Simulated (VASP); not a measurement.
**TaTeS: single point with PBE**

System: TaTeS, a sheet with vacuum.

```
Ta Te S
1.0
     3.54237    0.00000    0.00000
    -1.77118    3.06778    0.00000
     0.00000    0.00000   30.66412
Ta Te S
1 1 1
Direct
  0.00000 0.00000 0.28553
  0.66667 0.33333 0.34861
  0.33333 0.66667 0.23991
```

* Program: VASP 6.6.1
* Task: single point
* Functional: PBE
* Potentials or basis: VASP PAW PBE potentials, release 64 (Ta_pv, Te, S)
* Cutoff: 520 eV
* k mesh: 18 × 18 × 1
* Occupations: gaussian, width 0.1 eV
* Spin: collinear spin
* Starting moments: [0.31, 0.0, 0.0] μB
* Dipole correction: yes
* Further INCAR settings: ALGO = Normal; EDIFF = 1e-06; NBANDS = 22

The largest force is 0.019 eV/Å. The net moment is 0.00 μB per cell and the valence electrons inside the program's atomic spheres are Ta 8.74; Te 3.44; S 3.72.

Forces on the atoms (eV/Å):
```
Ta   0.000  0.000 -0.011
Te   0.000  0.000  0.019
S    0.000  0.000 -0.008
```

Levels at points of the mesh, in eV from the Fermi level:
Spin up:
```tsv
k point	band 9	band 10	band 11	band 12	band 13	band 14
(0.00, 0.00, 0.00)	-2.82	0.05	0.05	0.45	0.50	0.50
(0.50, 0.00, 0.00)	-3.67	-2.73	-1.22	-0.88	2.00	2.24
```
Spin down:
| k point | band 7 | band 8 | band 9 | band 10 | band 11 | band 12 | band 13 | band 14 | band 15 | band 16 |
| --- | --- | --- | --- | --- | --- | --- | --- | --- | --- | --- |
| (0.00, 0.00, 0.00) | -3.66 | -3.66 | -2.82 | 0.05 | 0.05 | 0.45 | 0.50 | 0.50 | 3.32 | 3.98 |
| (0.50, 0.00, 0.00) | -4.88 | -3.94 | -3.67 | -2.73 | -1.22 | -0.88 | 2.00 | 2.24 | 3.04 | 3.99 |

Run time: 5.2 min on 1 × NVIDIA H100 80GB with 1 thread of AMD EPYC 7R13 Processor (Zen 3) (shared host), peak memory 1.8 GiB.

Caveat: spin-orbit coupling is left out, which moves the levels of the heavy elements.
